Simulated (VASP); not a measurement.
Write the native input for VASP 6.6.1 that does the following.

* Task: single point
* Functional: LDA
* Potentials or basis: VASP PAW LDA potentials, release 64 (Pt, Fe)
* Cutoff: 520 eV
* k mesh: 10 × 10 × 7
* Occupations: fermi-dirac, width 0.05 eV
* Spin: collinear spin, ferromagnetic start
* Starting moments: [0.0, 3.0] μB
* Dipole correction: no
* Further INCAR settings: ALGO = Normal; EDIFF = 1e-06; NBANDS = 20

The structure of FePt (Tetraferroplatinum) lies in POSCAR:

```
FePt
1.0
    2.7052209258      0.0000000000      0.0000000000
    0.0000000000      2.7052209258      0.0000000000
    0.0000000000      0.0000000000      3.6950328048
Pt Fe
1 1
Direct
    0.5000000000      0.5000000000      0.5000000000
    0.0000000000      0.0000000000      0.0000000000
```

This cell differs from its parent crystal: volume scaled by 0.98.

One way to write it, as run:

INCAR

```
SYSTEM = FePt
ALGO = Normal
EDIFF = 1E-6
ENCUT = 520
GGA = CA
ISIF = 2
ISMEAR = -1
ISPIN = 2
LASPH = .True.
LCHARG = .False.
LMAXMIX = 4
LORBIT = 11
LREAL = .False.
LWAVE = .False.
MAGMOM = 0 3
NBANDS = 20
NELM = 150
PREC = Accurate
SIGMA = 0.05
```

KPOINTS

```
k-points
0
Gamma
  10 10 7
  0 0 0
```

Potentials or basis: VASP PAW LDA potentials, release 64 (Pt, Fe).

The run is started by

```bash
$ cat potpaw_LDA.64/Pt/POTCAR potpaw_LDA.64/Fe/POTCAR > POTCAR
$ mpirun -np 1 vasp_std > vasp.out
```

Results of the run:

```
Pressure                                              : -8.5 GPa
Net moment                                            : 3.18 μB per cell
Site moments                                          : Pt +0.35; Fe +2.77 μB
Valence electrons inside the program's atomic spheres : Pt 9.47; Fe 7.06
```

Wall time 71 s on 1 thread of Oxide Virtual Turin-like Processor, on a shared host, peak memory 0.15 GiB.
